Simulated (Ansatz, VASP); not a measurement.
AlN in VASP and in Ansatz

```xyz
4
Lattice="3.1033 0.0000 0.0000 -1.5517 2.6876 0.0000 0.0000 0.0000 4.9721" Properties=species:S:1:pos:R:3 pbc="T T T"
Al    0.0000    1.7917   -0.0042
Al    1.5517    0.8959    2.4819
N     0.0000    1.7917    1.8935
N     1.5517    0.8959    4.3796
```

Alike in both runs: functional r2SCAN; dispersion rVV10; k mesh 12 × 12 × 4; no spin polarisation.

Ansatz relaxed the structure, and its values are those at the end. VASP's run is a single point on that final structure, the one shown.

```csv
,VASP,Ansatz
version,VASP 6.6.1,Ansatz 0.2.0
potentials or method,"VASP PAW PBE potentials, release 64 (Al, N)","plane waves, PAW"
plane-wave cutoff (eV),520,500
occupations,"methfessel-paxton of order 1, width 0.1 eV",methfessel-paxton of order 1
valence electrons in the cell,16,16
```

```tsv
	VASP	Ansatz	Ansatz less VASP
pressure (GPa)	-0.3	0.0	+0.34
```

VASP's potentials were made for PBE, not for r2SCAN.
